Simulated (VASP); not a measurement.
A run of VASP 6.6.1:

File INCAR:

```
  ALGO = Normal
  EDIFF = 1E-6
  ENCUT = 520
  GGA = PE
  ISIF = 2
  ISMEAR = -1
  IVDW = 12
  LASPH = True
  LCHARG = False
  LREAL = Auto
  LWAVE = False
  NBANDS = 130
  NELM = 60
  PREC = Accurate
  SIGMA = 0.05
```

File KPOINTS:

```
k-points
0
Gamma
  2 2 1
```

The input POSCAR:

```
HW12C12O
1.0
    5.7513400000      0.0000000000      0.0000000000
   -2.8756700000      4.9808070000      0.0000000000
    0.0000000000      0.0000000000     21.0428500000
W C O H
12 12 1 1
Direct
    0.0000000000      0.0000000000      0.0475220799
   -0.0076951389      0.0091952971      0.1755085457
    0.0041794652     -0.0040555677      0.3117781099
    0.0000057342      0.4999992973      0.0475220799
   -0.0082811506      0.5076285831      0.1782505697
   -0.0148217277      0.5375634912      0.3119159239
    0.5000052162      0.0000000000      0.0475220799
    0.4922654057      0.0077497482      0.1778989063
    0.4580732392      0.0128091693      0.3097964392
    0.4999935631      0.4999992973      0.0475220799
    0.4939794150      0.5085922823      0.1778894019
    0.4970703179      0.5121660004      0.3104047218
    0.3333237845      0.1666597401      0.1144616818
    0.3273904096      0.1929406219      0.2439498452
    0.8816196461      0.3480560479      0.4131902285
    0.3333295187      0.6666590374      0.1144616818
    0.3273411618      0.6744690168      0.2516484221
    0.3685344943      0.0821955157      0.5892215170
    0.8333290007      0.1666597401      0.1144616818
    0.8233960030      0.1787862890      0.2538106768
    0.9821282909      0.1156439107      0.3969899515
    0.8333347349      0.6666590374      0.1144616818
    0.8128245600      0.6723408476      0.2419063958
    0.7784475784      0.5013846150      0.4510890873
    0.6341732389      0.1860943417      0.5612880385
    1.2773800029     -0.2817615700      0.9090831328
```

Potentials or basis: VASP PAW PBE potentials, release 64 (W_sv, C, O, H).

Run with:

```bash
$ cat potpaw_PBE.64/W_sv/POTCAR potpaw_PBE.64/C/POTCAR potpaw_PBE.64/O/POTCAR potpaw_PBE.64/H/POTCAR > POTCAR
$ mpirun -np 1 vasp_std > vasp.out
```

Hardware: 1 thread of Intel(R) Xeon(R) Platinum 8488C (Sapphire Rapids), on a shared host.

Estimate the wall time of this run.

Wall time 19 min on 1 thread of Intel(R) Xeon(R) Platinum 8488C (Sapphire Rapids) (shared host), peak memory 0.85 GiB. Counts: scf iterations 26, k points 4.
